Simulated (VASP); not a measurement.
Te2Mo: relaxation of cell and atoms with PBE+D3(BJ)

Te2Mo:

```xyz
6
Lattice="3.5182 0.0000 0.0000 -1.7591 3.0469 0.0000 0.0000 0.0000 13.9736" Properties=species:S:1:pos:R:3 pbc="T T T"
Te    0.0000    2.0312    8.6776
Te    1.7591    1.0156    1.6908
Te    0.0000    2.0312   12.2828
Te    1.7591    1.0156    5.2960
Mo    0.0000    2.0312    3.4934
Mo    1.7591    1.0156   10.4802
```

```yaml
Program: VASP 6.6.1
Task: relaxation of cell and atoms
Functional: PBE
Dispersion: D3(BJ)
Potentials_or_basis: VASP PAW PBE potentials, release 64 (Te, Mo_sv)
Cutoff: 600 eV
k_mesh: 12 × 12 × 2
Occupations: fermi-dirac, width 0.02 eV
Spin: no spin polarisation
Dipole_correction: no
Further_INCAR_settings: ALGO = Normal; EDIFF = 1e-06; IBRION = 2; EDIFFG = -0.005; NSW = 80; ISIF = 3
```

* Relaxed volume: 24.15 Å³/atom
* Relaxed cell: a = 3.496 Å, b = 3.496 Å, c = 13.694 Å, α = 90.00°, β = 90.00°, γ = 120.00°
* Space group after relaxing (to 0.1 Å): P6_3/mmc (No. 194)
* Energy gained by relaxing: 4.2 meV/atom
* Ionic steps: 11
* Pressure after relaxing: 0.0 GPa
* Band gap on the k mesh: 0.64 eV (least direct gap 1.03 eV)
* Dispersion energy per atom: -0.555 eV

Step by step:
| step | energy change (eV) | largest force (eV/Å) | pressure (GPa) | volume (Å³) |
| --- | --- | --- | --- | --- |
| 1 | 0.0000 | 0.1801 | -0.57 | 149.79 |
| 2 | -0.0099 | 0.1788 | 0.16 | 147.87 |
| 3 | -0.0106 | 0.1790 | 0.42 | 147.16 |
| 4 | -0.0138 | 0.0430 | -0.52 | 147.26 |
| 5 | -0.0143 | 0.0154 | -0.27 | 147.23 |
| 6 | -0.0200 | 0.0140 | -0.20 | 146.50 |
| 7 | -0.0253 | 0.0093 | -0.02 | 145.12 |
| 8 | -0.0254 | 0.0074 | 0.03 | 144.85 |
| 9 | -0.0254 | 0.0078 | 0.02 | 144.90 |
| 10 | -0.0254 | 0.0116 | -0.08 | 144.94 |
| 11 | -0.0254 | 0.0020 | 0.00 | 144.91 |

Final structure:
```
CELL_PARAMETERS angstrom
3.49557 0.00000 0.00000
-1.74778 3.02725 0.00000
0.00000 0.00000 13.69389
ATOMIC_POSITIONS crystal
Te 0.33333 0.66667 0.61723
Te 0.66667 0.33333 0.11723
Te 0.33333 0.66667 0.88277
Te 0.66667 0.33333 0.38277
Mo 0.33333 0.66667 0.25000
Mo 0.66667 0.33333 0.75000
```

Levels at points of the mesh, in eV from the valence-band top:
| k point | band 23 | band 24 | band 25 | band 26 | band 27 | band 28 | band 29 | band 30 |
| --- | --- | --- | --- | --- | --- | --- | --- | --- |
| (0.00, 0.00, 0.00) | -1.01 | -1.01 | -0.17 | 0.00 | 2.87 | 2.87 | 3.06 | 3.06 |
| (0.50, 0.00, 0.00) | -1.11 | -1.04 | -0.66 | -0.26 | 1.26 | 1.34 | 1.40 | 1.82 |
| (0.00, 0.00, 0.50) | -1.04 | -1.04 | -0.04 | -0.04 | 2.91 | 2.91 | 2.91 | 2.91 |
| (0.50, 0.00, 0.50) | -1.04 | -1.04 | -0.46 | -0.46 | 1.29 | 1.29 | 1.63 | 1.63 |

It took 12 min on 1 thread of AMD EPYC 9R45 96-Core Processor (Zen 5), on a shared host, peak memory 0.4 GiB.

Caveat: spin-orbit coupling is left out, which moves the levels of the heavy elements. A k mesh can miss the band edges.
